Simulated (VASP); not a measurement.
# TiO2 (R-3m) in VASP: single point with LDA

Aim: the single point of TiO2 with LDA.

Program: VASP 6.6.1. These are calculated values, not measurements. Logs are shortened: lines on timing, memory, paths and dates and some standing lists are left out, and cuts for length are marked.

## 1. The cell of the first run

It takes space group R-3m (No. 166, trigonal). The conventional cell has a = 2.995 Å, b = 2.995 Å, c = 20.945 Å, α = 90.00°, β = 90.00°, γ = 120.00°. Within 2.6 Å of Ti (site symmetry -3m) lie 6 O at 1.98 Å. Within 2.6 Å of O (site symmetry 3m) lie 3 Ti at 1.98 Å and 3 O at 2.60 Å.

## 2. Single point, LDA

File INCAR:

```
SYSTEM = TiO2
PREC = Accurate
ENCUT = 600
EDIFF = 1E-6
ISMEAR = 0
SIGMA = 0.01
LREAL = .FALSE.
LASPH = .TRUE.
NELM = 120
ALGO = Normal
ISIF = 2
LWAVE = .FALSE.
LCHARG = .FALSE.
NBANDS = 19
GGA_COMPAT = .FALSE.
```

File KPOINTS:

```
Automatic mesh
0
G
  3 3 3
  0 0 0
```

File POSCAR:

```
TiO2
1.0
    1.4973310000      0.8644850000      6.9815440000
   -1.4973310000      0.8644850000      6.9815440000
    0.0000000000     -1.7289690000      6.9815440000
Ti O
1 2
Direct
    0.0000000000      0.0000000000      0.0000000000
    0.6204670000      0.6204670000      0.6204670000
    0.3795330000      0.3795330000      0.3795330000
```

Potentials or basis: VASP PAW LDA potentials, release 64 (Ti_sv, O).

On the command line:

```bash
cat potpaw_LDA.64/Ti_sv/POTCAR potpaw_LDA.64/O/POTCAR > POTCAR
mpirun -np 1 vasp_std > vasp.out
```

OUTCAR:

```text
SYSTEM = TiO2
   PREC = Accurate
   ENCUT = 600
   EDIFF = 1E-6
   ISMEAR = 0
   LREAL = .FALSE.
   LASPH = .TRUE.
   NELM = 120
   ISIF = 2

 ion  position               nearest neighbor table
   1  0.000  0.000  0.000-   2 1.98   2 1.98   3 1.98   3 1.98   2 1.98   3 1.98
   2  0.620  0.620  0.620-   1 1.98   1 1.98   1 1.98
   3  0.380  0.380  0.380-   1 1.98   1 1.98   1 1.98

  LATTYP: Found a trigonal (rhomboedric) cell.
 ALAT       =     7.1924468064
 COS(alpha) =     0.9133212835

  Lattice vectors:

 A1 = (   1.4973310000,   0.8644850000,   6.9815440000)
 A2 = (  -1.4973310000,   0.8644850000,   6.9815440000)
 A3 = (   0.0000000000,  -1.7289690000,   6.9815440000)

Analysis of symmetry for initial positions (statically):
=====================================================================
 Subroutine PRICEL returns:
 Original cell was already a primitive cell.

 Routine SETGRP: Setting up the symmetry group for a
 trigonal (rhombohedral) supercell.

 Subroutine GETGRP returns: Found 12 space group operations
 (whereof 12 operations were pure point group operations)
 out of a pool of 12 trial point group operations.

The static configuration has the point symmetry D_3d.

Analysis of symmetry for dynamics (positions and initial velocities):
=====================================================================
 Subroutine PRICEL returns:
 Original cell was already a primitive cell.

 Routine SETGRP: Setting up the symmetry group for a
 trigonal (rhombohedral) supercell.

 Subroutine GETGRP returns: Found 12 space group operations
 (whereof 12 operations were pure point group operations)
 out of a pool of 12 trial point group operations.

The dynamic configuration has the point symmetry D_3d.

 Subroutine INISYM returns: Found 12 space group operations
 (whereof 12 operations are pure point group operations),
 and found     1 'primitive' translations

----------------------------------------------------------------------------------------

                                     Primitive cell

  volume of cell :      54.2223

  direct lattice vectors                    reciprocal lattice vectors
     1.497331000  0.864485000  6.981544000     0.333927502  0.192793086  0.047744921
    -1.497331000  0.864485000  6.981544000    -0.333927502  0.192793086  0.047744921
     0.000000000 -1.728969000  6.981544000     0.000000000 -0.385586172  0.047744949

  length of vectors
     7.192446806  7.192446806  7.192446762     0.388530987  0.388530987  0.388530920

  position of ions in fractional coordinates (direct lattice)
     0.000000000  0.000000000  0.000000000
     0.620467000  0.620467000  0.620467000
     0.379533000  0.379533000  0.379533000

  ion indices of the primitive-cell ions
   primitive index   ion index
                 1           1
                 2           2
                 3           3

----------------------------------------------------------------------------------------

 KPOINTS: Automatic mesh

Automatic generation of k-mesh.
 Grid dimensions read from file:
 generate k-points for:    3    3    3

 Generating k-lattice:

  Cartesian coordinates                     Fractional coordinates (reciprocal lattice)
     0.111309167  0.064264362  0.015914974     0.333333333 -0.000000000  0.000000000
    -0.111309167  0.064264362  0.015914974    -0.000000000  0.333333333  0.000000000
     0.000000000 -0.128528724  0.015914983     0.000000000  0.000000000  0.333333333

  Length of vectors
     0.129510329  0.129510329  0.129510307

  Shift w.r.t. Gamma in fractional coordinates (k-lattice)
     0.000000000  0.000000000  0.000000000

 Subroutine IBZKPT returns following result:
 ===========================================

 Found      6 irreducible k-points:

 Following reciprocal coordinates:
            Coordinates               Weight
  0.000000  0.000000  0.000000      1.000000
  0.333333  0.000000 -0.000000      6.000000
  0.333333  0.333333 -0.000000      6.000000
 -0.333333  0.333333  0.000000      6.000000
  0.333333  0.333333  0.333333      2.000000
 -0.333333  0.333333  0.333333      6.000000
   k-points           NKPTS =      6   k-points in BZ     NKDIM =      6   number of bands    NBANDS=     19
   number of dos      NEDOS =    301   number of ions     NIONS =      3
   total plane-waves  NPLWV = 216000
   dimension x,y,z NGX =    60 NGY =   60 NGZ =   60
   dimension x,y,z NGXF=   120 NGYF=  120 NGZF=  120
   ions per type =               1   2
   NGX,Y,Z   is equivalent  to a cutoff of  13.87, 13.87, 13.87 a.u.
   NGXF,Y,Z  is equivalent  to a cutoff of  27.74, 27.74, 27.74 a.u.
 SYSTEM =  TiO2
   PREC   = accura    normal or accurate (medium, high low for compatibility)
   ISTART =      0    job   : 0-new  1-cont  2-samecut
   ICHARG =      2    charge: 1-file 2-atom 10-const
   ISPIN  =      1    spin polarized calculation?
   LNONCOLLINEAR =      F non collinear calculations
   LSORBIT =      F    spin-orbit coupling
   LASPH  =      T    aspherical Exc in radial PAW
   ENCUT  =  600.0 eV  44.10 Ry    6.64 a.u.  14.37 14.37 14.37*2*pi/ulx,y,z
   NELM   =    120;   NELMIN=  2; NELMDL= -5     # of ELM steps
   EDIFF  = 0.1E-05   stopping-criterion for ELM
   LREAL  =      F    real-space projection
   EDIFFG = 0.1E-04   stopping-criterion for IOM
   NSW    =      0    number of steps for IOM
   IBRION =     -1    ionic relax: 0-MD 1-quasi-New 2-CG
   NFREE  =      0    steps in history (QN), initial steepest desc. (CG)
   ISIF   =      2    stress and relaxation
   ISYM   =      2    0-nonsym 1-usesym 2-fastsym
   POTIM  = 0.5000    time-step for ionic-motion
   TEBEG  =    0.0;   TEEND  =   0.0 temperature during run
   PSTRESS=    0.0 pullay stress
   NELECT =      24.0000    total number of electrons
   NUPDOWN=      -1.0000    fix difference up-down
   EMIN   =  10.00;   EMAX   =-10.00  energy-range for DOS
   EFERMI =   0.00;   METHOD = LEGACY
   ISMEAR =     0;   SIGMA  =   0.01  broadening in eV -4-tet -1-fermi 0-gaus
   EFERMI_NEDOS =   21; number of points for ismear=-14 and -15
   IALGO  =     38    algorithm
   IMIX   =      4    mixing-type and parameters
     AMIX     =   0.40;   BMIX     =  1.00
     AMIX_MAG =   1.60;   BMIX_MAG =  1.00
  volume/ion in A,a.u.               =      18.07       121.97
  Fermi-wavevector in a.u.,A,eV,Ry     =   1.247630  2.357680 21.178580  1.556582
  Thomas-Fermi vector in A             =   2.381754
   LORBIT       =      0    0 simple, 1 ext, 2 COOP (PROOUT), +10 PAW based schemes
   GGA     = CA    functional components
   LHFCALC =     F    Hartree Fock is set to
   AEXX    =    0.0000 exact exchange contribution
   IVDW    =     0    specifies the selected vdW correction
   LEPSILON=     F    determine dielectric tensor
   LRPA    =     F    only Hartree local field effects (RPA)
 non-spin polarized calculation
 Gauss-broadening in eV      SIGMA  =   0.01
  energy-cutoff  :      600.00
  volume of cell :       54.22
 maximum number of plane-waves:      1822
 NGX is ok and might be reduce to    60
   NGX = 29   NGY = 29   NGZ = 29

 number of electron      23.9999998 magnetization

 Free energy of the ion-electron system (eV)
  ---------------------------------------------------
  ext. energy  EPLUGINS =         0.00000000
  ---------------------------------------------------
  free energy    TOTEN  =       -28.71440458 eV

  energy without entropy =      -28.71440458  energy(sigma->0) =      -28.71440458

 E-fermi :  -1.4599     XC(G=0):  -8.0505

 val. band max:       -1.5582438441   @ k =   0.3333   0.3333   0.3333
 cond. band min:       1.1595752794   @ k =   0.0000   0.0000   0.0000
 fundamental gap:      2.7178191235
 Fermi energy:        -1.4598738802

 k-point     1 :       0.0000    0.0000    0.0000
  band No.  band energies     occupation
      1     -57.0954      2.00000
      2     -33.7575      2.00000
      3     -33.4662      2.00000
      4     -33.4662      2.00000
      5     -18.4828      2.00000
      6     -16.6663      2.00000
[... 11 lines left out ...]
     18       5.6758      0.00000
     19       8.7361      0.00000

 k-point     2 :       0.3333    0.0000   -0.0000
  band No.  band energies     occupation
      1     -57.0401      2.00000
      2     -33.9126      2.00000
      3     -33.6588      2.00000
      4     -33.5520      2.00000
      5     -17.5682      2.00000
      6     -17.0251      2.00000
[... 11 lines left out ...]
     18       8.2693      0.00000
     19      10.9282      0.00000

 k-point     3 :       0.3333    0.3333   -0.0000
  band No.  band energies     occupation
      1     -57.0401      2.00000
      2     -33.9126      2.00000
      3     -33.6588      2.00000
      4     -33.5520      2.00000
      5     -17.5684      2.00000
      6     -17.0249      2.00000
[... 11 lines left out ...]
     18       8.5891      0.00000
     19      10.1420      0.00000

 k-point     4 :      -0.3333    0.3333    0.0000
  band No.  band energies     occupation
      1     -57.0122      2.00000
      2     -33.8633      2.00000
      3     -33.8633      2.00000
      4     -33.6123      2.00000
      5     -17.1341      2.00000
      6     -17.1339      2.00000
[... 11 lines left out ...]
     18      11.8616      0.00000
     19      12.2323      0.00000

 k-point     5 :       0.3333    0.3333    0.3333
  band No.  band energies     occupation
      1     -57.0953      2.00000
      2     -33.7575      2.00000
      3     -33.4662      2.00000
      4     -33.4662      2.00000
      5     -18.4823      2.00000
      6     -16.6669      2.00000
[... 11 lines left out ...]
     18       6.1506      0.00000
     19       7.6706      0.00000

 k-point     6 :      -0.3333    0.3333    0.3333
  band No.  band energies     occupation
      1     -57.0401      2.00000
      2     -33.9126      2.00000
      3     -33.6588      2.00000
      4     -33.5520      2.00000
      5     -17.5681      2.00000
      6     -17.0252      2.00000
[... 11 lines left out ...]
     18       8.4380      0.00000
     19      10.2732      0.00000

------------------------ aborting loop because EDIFF is reached ----------------------------------------

  FORCE on cell =-STRESS in cart. coord.  units (eV):
  Direction    XX          YY          ZZ          XY          YZ          ZX
  --------------------------------------------------------------------------------------
  -------------------------------------------------------------------------------------
  Total       -2.6697127     -2.6697140     -1.6152029      0.0000000     -0.0000001      0.0000000
  in kB      -78.8855153    -78.8855537    -47.7265260      0.0000000     -0.0000023      0.0000000
  external PRESSURE =     -68.4991983 kB  Pullay stress =       0.0000000 kB

 VOLUME and BASIS-vectors are now :
 -----------------------------------------------------------------------------
  energy-cutoff  :      600.00
  volume of cell :       54.22
      direct lattice vectors                 reciprocal lattice vectors
     1.497331000  0.864485000  6.981544000     0.333927502  0.192793086  0.047744921
    -1.497331000  0.864485000  6.981544000    -0.333927502  0.192793086  0.047744921
     0.000000000 -1.728969000  6.981544000     0.000000000 -0.385586172  0.047744949

 POSITION                                       TOTAL-FORCE (eV/Angst)
 -----------------------------------------------------------------------------------
      0.00000      0.00000      0.00000         0.000000      0.000000     -0.000000
      0.00000      0.00000     12.99545         0.000000      0.000000      0.792732
      0.00000      0.00000      7.94918         0.000000     -0.000000     -0.792732
 -----------------------------------------------------------------------------------
    total drift:                                0.000000     -0.000000      0.000000

  FREE ENERGIE OF THE ION-ELECTRON SYSTEM (eV)
  ---------------------------------------------------
  free  energy   TOTEN  =       -28.7144045834 eV

  energy  without entropy=      -28.7144045834  energy(sigma->0) =      -28.71440458
```

It took 30 s on 1 thread of Intel Xeon Platinum 8488C (Sapphire Rapids), shared host; peak memory 0.35 GiB.

What came out:

| Item | Value |
| --- | --- |
| Free energy | -28.7144 eV |
| Pressure | -6.8 GPa |
| Largest force | 0.793 eV/Å |
| Band gap on the k mesh | 2.72 eV, direct |

Forces on the atoms (eV/Å):
```
Ti   0.000  0.000  0.000
O    0.000  0.000  0.793
O    0.000  0.000 -0.793
```

Levels at points of the mesh, in eV from the valence-band top:
| k point | band 10 | band 11 | band 12 | band 13 | band 14 | band 15 |
| --- | --- | --- | --- | --- | --- | --- |
| (0.00, 0.00, 0.00) | -0.48 | 0.00 | 0.00 | 2.72 | 2.72 | 4.43 |

Caveat: the k points lie up to 0.81 Å⁻¹ apart. A hybrid or GW would open this gap; LDA tends to underestimate it.
